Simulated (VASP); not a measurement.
# Li: relaxation of cell and atoms with BLYP

Crystal: Li.

```
CELL_PARAMETERS angstrom
1.55050 0.89518 7.58830
-1.55050 0.89518 7.58830
0.00000 -1.79036 7.58830
ATOMIC_POSITIONS crystal
Li 0.00000 0.00000 0.00000
Li 0.22200 0.22200 0.22200
Li 0.77800 0.77800 0.77800
```

```yaml
Program: VASP 6.6.1
Task: relaxation of cell and atoms
Functional: BLYP
Potentials_or_basis: VASP PAW PBE potentials, release 64 (Li_sv)
Cutoff: 600 eV
k_mesh: 12 × 12 × 12
Occupations: fermi-dirac, width 0.1 eV
Spin: no spin polarisation
Dipole_correction: no
Further_INCAR_settings: ALGO = Normal; EDIFF = 1e-07; IBRION = 2; EDIFFG = -0.01; NSW = 80; ISIF = 3
```

The relaxed volume is 19.86 Å³/atom and the relaxed cell is a = 7.631 Å, b = 7.631 Å, c = 7.631 Å, α = 23.01°, β = 23.01°, γ = 23.01°. The space group after relaxing (to 0.1 Å) is R-3m (No. 166). The energy gained by relaxing is 2.7 meV/atom and the ionic steps are 4. The pressure after relaxing is 0.0 GPa, the largest force after relaxing is 0.005 eV/Å and the band gap on the k mesh is zero (an odd number of electrons rules out a gap without spin polarisation).

Forces on the atoms (eV/Å):
```
Li   0.000  0.000  0.000
Li   0.000  0.000  0.005
Li   0.000  0.000 -0.005
```

Step by step:
```
step  energy change (eV)  largest force (eV/Å)  pressure (GPa)  volume (Å³)
   1              0.0000                0.0074           -0.71        63.19
   2             -0.0033                0.0067           -0.56        62.34
   3             -0.0079                0.0053           -0.05        59.84
   4             -0.0080                0.0052            0.01        59.59
```

Final structure:
```yaml
crystal:
  lattice:
    - [1.52204, 0.87875, 7.42612]
    - [-1.52204, 0.87875, 7.42612]
    - [0.00000, -1.75750, 7.42612]
  atoms:
    - { symbol: Li, position: [0.00000, 0.00000, 0.00000] }
    - { symbol: Li, position: [0.22207, 0.22207, 0.22207] }
    - { symbol: Li, position: [0.77793, 0.77793, 0.77793] }
```

Levels at points of the mesh, in eV from the Fermi level:
```tsv
k point	band 2	band 3	band 4	band 5	band 6	band 7	band 8
(0.00, 0.00, 0.00)	-47.16	-47.16	-3.54	-1.57	-1.57	5.82	5.83
(0.50, 0.00, 0.00)	-47.15	-47.15	-0.06	0.85	1.06	3.83	3.93
(0.50, 0.50, 0.00)	-47.15	-47.15	0.24	0.32	1.20	3.31	4.48
(0.50, 0.50, 0.50)	-47.17	-47.15	-3.04	-3.04	0.01	3.05	10.65
```

Run time: 22 min on 1 thread of Intel(R) Xeon(R) Platinum 8559C (Emerald Rapids) (shared host), peak memory 0.61 GiB.

Caveat: the cutoff is under 1.25 times the usual one of these potentials, so pressure, stress and relaxed cells hold a basis-set (Pulay) error; the PAW data sets were made with another functional, which shifts forces and pressure a little.
